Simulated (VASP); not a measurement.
Here is a VASP 6.6.1 calculation.

INCAR

```
PREC = Accurate
ENCUT = 600
EDIFF = 1E-6
ISMEAR = -1
SIGMA = 0.05
LREAL = False
LASPH = True
NELM = 80
ALGO = Normal
ISIF = 3
LWAVE = False
LCHARG = False
GGA = RP
IVDW = 12
IBRION = 2
NSW = 80
EDIFFG = -0.02
```

File KPOINTS:

```
Automatic mesh
0
Gamma
  13 13 13
```

POSCAR

```
BN
1.0
    0.0000000000      1.8130010000      1.8130010000
    1.8130010000      0.0000000000      1.8130010000
    1.8130010000      1.8130010000      0.0000000000
N B
1 1
Direct
    0.2500000000      0.2500000000      0.2500000000
    0.0000000000      0.0000000000      0.0000000000
```

Potentials or basis: VASP PAW PBE potentials, release 64 (N, B).

Launch:

```console
$ cat potpaw_PBE.64/N/POTCAR potpaw_PBE.64/B/POTCAR > POTCAR
$ mpirun -np 1 vasp_std > vasp.out
```

(1) What does it give for the space group after relaxing (to 0.05 Å)?

(2) Predict the relaxed volume.

(3) Estimate the dispersion energy per atom.

Results:

(1) F-43m (No. 216).

(2) 5.73 Å³/atom.

(3) -0.675 eV.

Caveat: the PAW data sets were made with another functional, which shifts forces and pressure a little.
